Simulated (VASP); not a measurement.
# TaN (Fm-3m) in VASP: a series of runs

The runs below take TaN through single point, with BLYP+D3(BJ), PBEsol, BLYP+D4.

All numbers are computed with VASP 6.6.1; they aren't measurements. Logs are shortened: lines on timing, memory, paths and dates and some standing lists are left out, and cuts for length are marked.

## 1. The cell of the first run

Symmetry: Fm-3m, No. 225, cubic system. Conventional cell: a = 4.423 Å, b = 4.423 Å, c = 4.423 Å, α = 90.00°, β = 90.00°, γ = 90.00°. Ta (site symmetry m-3m) has 6 N at 2.21 Å within 2.9 Å. N (site symmetry m-3m) has 6 Ta at 2.21 Å within 2.9 Å.

## 2. Single point, BLYP+D3(BJ)

The input, INCAR:

```
SYSTEM = TaN
PREC     = Accurate       ! precision mode
ENCUT    = 700            ! plane-wave cutoff, eV
EDIFF    = 1E-6           ! SCF threshold, eV
ISMEAR   = -1             ! smearing method
SIGMA    = 0.05           ! smearing width, eV
LREAL    = .False.        ! projectors in reciprocal space
LASPH    = .True.         ! aspherical terms in the spheres
NELM     = 120            ! most SCF steps
ALGO     = Normal         ! electronic algorithm
ISIF     = 2              ! what is computed and relaxed
LWAVE    = .False.        ! write WAVECAR
LCHARG   = .False.        ! write CHGCAR
GGA      = B5             ! functional
ALDAX    = 1.0          
AGGAX    = 1.0          
AGGAC    = 1.0          
ALDAC    = 0.0          
IVDW     = 12             ! dispersion correction
VDW_S6   = 1.0          
VDW_S8   = 2.6996       
VDW_A1   = 0.4298       
VDW_A2   = 4.2359       
NBANDS   = 16             ! bands
GGA_COMPAT= .False.
```

The input, KPOINTS:

```
Automatic mesh
0
Gamma
  10 10 10
  0 0 0
```

The input, POSCAR:

```
TaN
1.0
    0.0000000000      2.2113230000      2.2113230000
    2.2113230000      0.0000000000      2.2113230000
    2.2113230000      2.2113230000      0.0000000000
Ta N
1 1
Direct
    0.5000000000      0.5000000000      0.5000000000
    0.0000000000      0.0000000000      0.0000000000
```

Potentials or basis: VASP PAW PBE potentials, release 64 (Ta_sv_GW, N).

Started as:

```console
> cat potpaw_PBE.64/Ta_sv_GW/POTCAR potpaw_PBE.64/N/POTCAR > POTCAR
> mpirun -np 1 vasp_std > vasp.out
```

OUTCAR:

```text
SYSTEM = TaN
   PREC = Accurate
   ENCUT = 700
   EDIFF = 1E-6
   ISMEAR = -1
   LREAL = .False.
   LASPH = .True.
   NELM = 120
   ISIF = 2
   GGA = B5
   IVDW = 12
 IVDW          = 12

 ion  position               nearest neighbor table
   1  0.500  0.500  0.500-   2 2.21   2 2.21   2 2.21   2 2.21   2 2.21   2 2.21
   2  0.000  0.000  0.000-   1 2.21   1 2.21   1 2.21   1 2.21   1 2.21   1 2.21

  LATTYP: Found a face centered cubic cell.
 ALAT       =     4.4226460000

  Lattice vectors:

 A1 = (   0.0000000000,   2.2113230000,   2.2113230000)
 A2 = (   2.2113230000,   0.0000000000,   2.2113230000)
 A3 = (   2.2113230000,   2.2113230000,   0.0000000000)

Analysis of symmetry for initial positions (statically):
=====================================================================
 Subroutine PRICEL returns:
 Original cell was already a primitive cell.

 Routine SETGRP: Setting up the symmetry group for a
 face centered cubic supercell.

 Subroutine GETGRP returns: Found 48 space group operations
 (whereof 48 operations were pure point group operations)
 out of a pool of 48 trial point group operations.

The static configuration has the point symmetry O_h .

Analysis of symmetry for dynamics (positions and initial velocities):
=====================================================================
 Subroutine PRICEL returns:
 Original cell was already a primitive cell.

 Routine SETGRP: Setting up the symmetry group for a
 face centered cubic supercell.

 Subroutine GETGRP returns: Found 48 space group operations
 (whereof 48 operations were pure point group operations)
 out of a pool of 48 trial point group operations.

The dynamic configuration has the point symmetry O_h .

 Subroutine INISYM returns: Found 48 space group operations
 (whereof 48 operations are pure point group operations),
 and found     1 'primitive' translations

----------------------------------------------------------------------------------------

                                     Primitive cell

  volume of cell :      21.6265

  direct lattice vectors                    reciprocal lattice vectors
     0.000000000  2.211323000  2.211323000    -0.226108985  0.226108985  0.226108985
     2.211323000  0.000000000  2.211323000     0.226108985 -0.226108985  0.226108985
     2.211323000  2.211323000  0.000000000     0.226108985  0.226108985 -0.226108985

  length of vectors
     3.127282977  3.127282977  3.127282977     0.391632251  0.391632251  0.391632251

  position of ions in fractional coordinates (direct lattice)
     0.500000000  0.500000000  0.500000000
     0.000000000  0.000000000  0.000000000

  ion indices of the primitive-cell ions
   primitive index   ion index
                 1           1
                 2           2

----------------------------------------------------------------------------------------

 KPOINTS: Automatic mesh

Automatic generation of k-mesh.
 Grid dimensions read from file:
 generate k-points for:   10   10   10

 Generating k-lattice:

  Cartesian coordinates                     Fractional coordinates (reciprocal lattice)
    -0.022610899  0.022610899  0.022610899     0.100000000  0.000000000  0.000000000
     0.022610899 -0.022610899  0.022610899     0.000000000  0.100000000  0.000000000
     0.022610899  0.022610899 -0.022610899     0.000000000  0.000000000  0.100000000

  Length of vectors
     0.039163225  0.039163225  0.039163225

  Shift w.r.t. Gamma in fractional coordinates (k-lattice)
     0.000000000  0.000000000  0.000000000

 Subroutine IBZKPT returns following result:
 ===========================================

 Found     47 irreducible k-points:

 Following reciprocal coordinates:
            Coordinates               Weight
  0.000000  0.000000  0.000000      1.000000
  0.100000  0.000000  0.000000      8.000000
  0.200000  0.000000  0.000000      8.000000
  0.300000  0.000000  0.000000      8.000000
  0.400000  0.000000  0.000000      8.000000
  0.500000  0.000000  0.000000      4.000000
[... 16 lines left out ...]
  0.300000  0.300000  0.000000      6.000000
  0.400000  0.300000  0.000000     24.000000
 [... further k-points ...]
   k-points           NKPTS =     47   k-points in BZ     NKDIM =     47   number of bands    NBANDS=     16
   number of dos      NEDOS =    301   number of ions     NIONS =      2
   total plane-waves  NPLWV =  21952
   dimension x,y,z NGX =    28 NGY =   28 NGZ =   28
   dimension x,y,z NGXF=    56 NGYF=   56 NGZF=   56
   ions per type =               1   1
   NGX,Y,Z   is equivalent  to a cutoff of  14.88, 14.88, 14.88 a.u.
   NGXF,Y,Z  is equivalent  to a cutoff of  29.77, 29.77, 29.77 a.u.
 SYSTEM =  TaN
   PREC   = accura    normal or accurate (medium, high low for compatibility)
   ISTART =      0    job   : 0-new  1-cont  2-samecut
   ICHARG =      2    charge: 1-file 2-atom 10-const
   ISPIN  =      1    spin polarized calculation?
   LNONCOLLINEAR =      F non collinear calculations
   LSORBIT =      F    spin-orbit coupling
   LASPH  =      T    aspherical Exc in radial PAW
   ENCUT  =  700.0 eV  51.45 Ry    7.17 a.u.   6.75  6.75  6.75*2*pi/ulx,y,z
   NELM   =    120;   NELMIN=  2; NELMDL= -5     # of ELM steps
   EDIFF  = 0.1E-05   stopping-criterion for ELM
   LREAL  =      F    real-space projection
   EDIFFG = 0.1E-04   stopping-criterion for IOM
   NSW    =      0    number of steps for IOM
   IBRION =     -1    ionic relax: 0-MD 1-quasi-New 2-CG
   NFREE  =      0    steps in history (QN), initial steepest desc. (CG)
   ISIF   =      2    stress and relaxation
   ISYM   =      2    0-nonsym 1-usesym 2-fastsym
   POTIM  = 0.5000    time-step for ionic-motion
   TEBEG  =    0.0;   TEEND  =   0.0 temperature during run
   PSTRESS=    0.0 pullay stress
   NELECT =      18.0000    total number of electrons
   NUPDOWN=      -1.0000    fix difference up-down
   EMIN   =  10.00;   EMAX   =-10.00  energy-range for DOS
   EFERMI =   0.00;   METHOD = LEGACY
   ISMEAR =    -1;   SIGMA  =   0.05  broadening in eV -4-tet -1-fermi 0-gaus
   EFERMI_NEDOS =   21; number of points for ismear=-14 and -15
   IALGO  =     38    algorithm
   IMIX   =      4    mixing-type and parameters
     AMIX     =   0.40;   BMIX     =  1.00
     AMIX_MAG =   1.60;   BMIX_MAG =  1.00
  volume/ion in A,a.u.               =      10.81        72.97
  Fermi-wavevector in a.u.,A,eV,Ry     =   1.539939  2.910063 32.265016  2.371412
  Thomas-Fermi vector in A             =   2.646096
   LORBIT       =      0    0 simple, 1 ext, 2 COOP (PROOUT), +10 PAW based schemes
   GGA     = B5    functional components
   LHFCALC =     F    Hartree Fock is set to
   AEXX    =    0.0000 exact exchange contribution
   IVDW    =    12    specifies the selected vdW correction
   LEPSILON=     F    determine dielectric tensor
   LRPA    =     F    only Hartree local field effects (RPA)
 non-spin polarized calculation
  energy-cutoff  :      700.00
  volume of cell :       21.63
 maximum number of plane-waves:       941
   NGX = 13   NGY = 13   NGZ = 13

 number of electron      18.0000000 magnetization

 Free energy of the ion-electron system (eV)
  ---------------------------------------------------
  ext. energy  EPLUGINS =         0.00000000
  ---------------------------------------------------
  free energy    TOTEN  =       -22.35732667 eV

  energy without entropy =      -22.35073944  energy(sigma->0) =      -22.35403305

 E-fermi :  14.0792     XC(G=0): -13.0026

 val. band max:       13.9912922388   @ k =  -0.2000   0.2000   0.0000
 cond. band min:      14.1176312594   @ k =  -0.3000   0.3000   0.1000
 fundamental gap:      0.1263390205
 Fermi energy:        14.0792126008

 k-point     1 :       0.0000    0.0000    0.0000
  band No.  band energies     occupation
      1     -55.2813      2.00000
      2     -21.6952      2.00000
      3     -21.6952      2.00000
      4     -21.6952      2.00000
      5      -4.5155      2.00000
      6      10.2818      2.00000
[... 8 lines left out ...]
     15      23.7164      0.00000
     16      38.0048      0.00000

 k-point     2 :       0.1000    0.0000    0.0000
  band No.  band energies     occupation
      1     -55.2762      2.00000
      2     -21.7764      2.00000
      3     -21.7027      2.00000
      4     -21.7027      2.00000
      5      -4.2883      2.00000
      6       9.2317      2.00000
[... 8 lines left out ...]
     15      24.3994      0.00000
     16      35.1887      0.00000

 k-point     3 :       0.2000    0.0000    0.0000
  band No.  band energies     occupation
      1     -55.2632      2.00000
      2     -21.9835      2.00000
      3     -21.7224      2.00000
      4     -21.7224      2.00000
      5      -3.6682      2.00000
      6       7.4659      2.00000
[... 8 lines left out ...]
     15      25.9590      0.00000
     16      32.0261      0.00000

 k-point     4 :       0.3000    0.0000    0.0000
  band No.  band energies     occupation
      1     -55.2470      2.00000
      2     -22.2291      2.00000
      3     -21.7465      2.00000
      4     -21.7465      2.00000
      5      -2.8228      2.00000
      6       5.7837      2.00000
[... 8 lines left out ...]
     15      26.2623      0.00000
     16      30.0423      0.00000
[... 324 lines left out ...]
 k-point    22 :      -0.2000    0.2000    0.0000
  band No.  band energies     occupation
      1     -55.2414      2.00000
      2     -22.1847      2.00000
      3     -21.8991      2.00000
      4     -21.7381      2.00000
      5      -2.7588      2.00000
      6       5.6821      2.00000
[... 8 lines left out ...]
     15      26.5959      0.00000
     16      27.3397      0.00000

 k-point    23 :       0.3000    0.3000    0.0000
  band No.  band energies     occupation
      1     -55.2357      2.00000
      2     -22.1666      2.00000
      3     -21.8700      2.00000
      4     -21.8700      2.00000
      5      -3.1823      2.00000
      6       6.1055      2.00000
[... 8 lines left out ...]
     15      27.0316      0.00000
     16      29.9048      0.00000

 k-point    24 :       0.4000    0.3000    0.0000
  band No.  band energies     occupation
      1     -55.2254      2.00000
      2     -22.2619      2.00000
      3     -21.9219      2.00000
      4     -21.8979      2.00000
      5      -3.0561      2.00000
      6       6.3327      2.00000
[... 8 lines left out ...]
     15      24.7903      0.00000
     16      29.3628      0.00000

 [... further k-points ...]

------------------------ aborting loop because EDIFF is reached ----------------------------------------

 Edisp (eV)   -2.16326

 E8    (eV) :    -1.6304

  FORCE on cell =-STRESS in cart. coord.  units (eV):
  Direction    XX          YY          ZZ          XY          YZ          ZX
  --------------------------------------------------------------------------------------
  -------------------------------------------------------------------------------------
  Total      -0.80927    -0.80927    -0.80927    -0.00000    -0.00000    -0.00000
  in kB     -59.95423   -59.95423   -59.95423    -0.00000    -0.00000    -0.00000
  external pressure =      -59.95 kB  Pullay stress =        0.00 kB

 VOLUME and BASIS-vectors are now :
 -----------------------------------------------------------------------------
  energy-cutoff  :      700.00
  volume of cell :       21.63
      direct lattice vectors                 reciprocal lattice vectors
     0.000000000  2.211323000  2.211323000    -0.226108985  0.226108985  0.226108985
     2.211323000  0.000000000  2.211323000     0.226108985 -0.226108985  0.226108985
     2.211323000  2.211323000  0.000000000     0.226108985  0.226108985 -0.226108985

 POSITION                                       TOTAL-FORCE (eV/Angst)
 -----------------------------------------------------------------------------------
      2.21132      2.21132      2.21132         0.000000      0.000000      0.000000
      0.00000      0.00000      0.00000        -0.000000     -0.000000     -0.000000
 -----------------------------------------------------------------------------------
    total drift:                                0.000000      0.000000      0.000000

  FREE ENERGIE OF THE ION-ELECTRON SYSTEM (eV)
  ---------------------------------------------------
  free  energy   TOTEN  =       -24.5205865188 eV

  energy  without entropy=      -24.5139992797  energy(sigma->0) =      -24.51729290
```

Wall time 31 s (1 thread of Intel Xeon Platinum 8488C (Sapphire Rapids), shared host); peak memory 0.19 GiB.

What came out:

```yaml
Free_energy: -24.5206 eV
Pressure: -6.0 GPa
Band_gap_on_the_k_mesh: zero (bands 9 and 10 overlap by 3.80 eV)
Dispersion_energy_per_atom: -1.082 eV
```

Caveat: the cell stands under tension; the dispersion term is far too large for a dense solid, which distorts pressure and volume; the PAW data sets were made with another functional, which shifts forces and pressure a little; spin-orbit coupling is left out, which moves the levels of the heavy elements.

## 3. Single point, PBEsol

This run uses another cell than the first one, of 10.47 Å³/atom.

The input, INCAR:

```
SYSTEM = TaN
PREC = Accurate
ENCUT = 700
EDIFF = 1E-6
ISMEAR = -1
SIGMA = 0.05
LREAL = .False.
LASPH = .True.
NELM = 120
ALGO = Normal
ISIF = 2
LWAVE = .False.
LCHARG = .True.
GGA = PS
LELF = .True.
LVHAR = .True.
NBANDS = 16
GGA_COMPAT = .False.
```

The input, KPOINTS:

```
regular mesh
0
Gamma
  10 10 10
  0 0 0
```

The input, POSCAR:

```
TaN
1.0
    0.0000000000      2.1876274642      2.1876274642
    2.1876274642      0.0000000000      2.1876274642
    2.1876274642      2.1876274642      0.0000000000
Ta N
1 1
Direct
    0.5000000000      0.5000000000      0.5000000000
    0.0000000000      0.0000000000      0.0000000000
```

Potentials or basis: VASP PAW PBE potentials, release 64 (Ta_sv_GW, N).

Started as:

```console
> cat potpaw_PBE.64/Ta_sv_GW/POTCAR potpaw_PBE.64/N/POTCAR > POTCAR
> mpirun -np 1 vasp_std > vasp.out
```

Run time: 47 s. Hardware: 1 thread of Intel Xeon Platinum 8259CL at 2.50GHz (Skylake/Cascade Lake), shared host; peak memory 0.18 GiB.

The run converged. Its results:

- Free energy: -25.7779 eV
- Pressure: 0.0 GPa
- Band gap on the k mesh: zero (bands 9 and 10 overlap by 4.13 eV)

Levels at points of the mesh, in eV from the Fermi level:
| k point | band 7 | band 8 | band 9 | band 10 | band 11 | band 12 |
| --- | --- | --- | --- | --- | --- | --- |
| (0.00, 0.00, 0.00) | -3.85 | -3.85 | -2.19 | -2.19 | -2.19 | 0.01 |
| (0.50, 0.00, 0.00) | -7.72 | -7.72 | 1.93 | 1.93 | 2.03 | 3.80 |
| (0.50, 0.50, 0.00) | -5.62 | -4.66 | -4.66 | 2.12 | 3.63 | 3.63 |

Caveat: the PAW data sets were made with another functional, which shifts forces and pressure a little; spin-orbit coupling is left out, which moves the levels of the heavy elements.

## 4. Single point, BLYP+D4

The input, INCAR:

```
SYSTEM = TaN
PREC = Accurate
ENCUT = 700
EDIFF = 1E-6
ISMEAR = -1
SIGMA = 0.05
LREAL = .FALSE.
LASPH = .TRUE.
NELM = 120
ALGO = Normal
ISIF = 2
LWAVE = .FALSE.
LCHARG = .TRUE.
GGA = B5
ALDAX = 1.0
AGGAX = 1.0
AGGAC = 1.0
ALDAC = 0.0
IVDW = 13
VDW_S6 = 1.0
VDW_S8 = 2.34076671
VDW_A1 = 0.44488865
VDW_A2 = 4.0933009
LELF = .TRUE.
LVHAR = .TRUE.
NBANDS = 16
GGA_COMPAT = .FALSE.
```

The input, KPOINTS:

```
regular mesh
0
G
  10 10 10
  0 0 0
```

The input, POSCAR:

```
TaN
1.0
    0.0000000000      2.2116960213      2.2116960213
    2.2116960213      0.0000000000      2.2116960213
    2.2116960213      2.2116960213      0.0000000000
Ta N
1 1
Direct
    0.5000000000      0.5000000000      0.5000000000
    0.0000000000      0.0000000000      0.0000000000
```

Started as:

```console
> cat potpaw_PBE.64/Ta_sv_GW/POTCAR potpaw_PBE.64/N/POTCAR > POTCAR
> mpirun -np 1 vasp_std > vasp.out
```

It took 41 s on 1 thread of AMD EPYC 7R13 (Zen 3), shared host; peak memory 0.15 GiB.

It converged, with:

```
Free energy                : -23.5365 eV
Pressure                   : 0.7 GPa
Band gap on the k mesh     : zero (bands 9 and 10 overlap by 3.80 eV)
Dispersion energy per atom : -0.589 eV
```

Levels at points of the mesh, in eV from the Fermi level:
| k point | band 5 | band 6 | band 7 | band 8 | band 9 | band 10 | band 11 | band 12 | band 13 | band 14 |
| --- | --- | --- | --- | --- | --- | --- | --- | --- | --- | --- |
| (0.00, 0.00, 0.00) | -18.59 | -3.80 | -3.80 | -3.80 | -2.06 | -2.06 | -2.06 | 0.04 | 0.04 | 1.61 |
| (0.50, 0.00, 0.00) | -15.74 | -10.08 | -7.45 | -7.45 | 1.73 | 1.73 | 1.86 | 4.16 | 7.21 | 7.21 |
| (0.50, 0.50, 0.00) | -17.43 | -6.45 | -5.23 | -4.56 | -4.56 | 1.99 | 3.28 | 3.28 | 4.31 | 6.72 |

Caveat: the PAW data sets were made with another functional, which shifts forces and pressure a little; spin-orbit coupling is left out, which moves the levels of the heavy elements.

## 5. The runs side by side

```tsv
level	cell	gap on the mesh (eV)	pressure (GPa)
BLYP+D3(BJ)	a = 3.127 Å, angles 60.0°, 2 atoms	none	-6.0
PBEsol	a = 3.094 Å, angles 60.0°, 2 atoms	none	0.0
BLYP+D4	a = 3.128 Å, angles 60.0°, 2 atoms	none	0.7
```

Alike in all rows: task single point; potentials or basis VASP PAW PBE potentials, release 64 (Ta_sv_GW, N); no spin polarisation; k mesh 10 × 10 × 10; cutoff (eV) 700; smearing fermi-dirac 0.05 eV.

Caveats: the PAW data sets were made with another functional, which shifts forces and pressure a little; spin-orbit coupling is left out, which moves the levels of the heavy elements; the cell stands under tension (at least some runs); the dispersion term is far too large for a dense solid, which distorts pressure and volume (at least some runs).

Total energies depend on the potentials used, so only differences within one code and one set of settings carry meaning.

The gap in the log of VASP goes by the Fermi energy; the results here count the filled bands.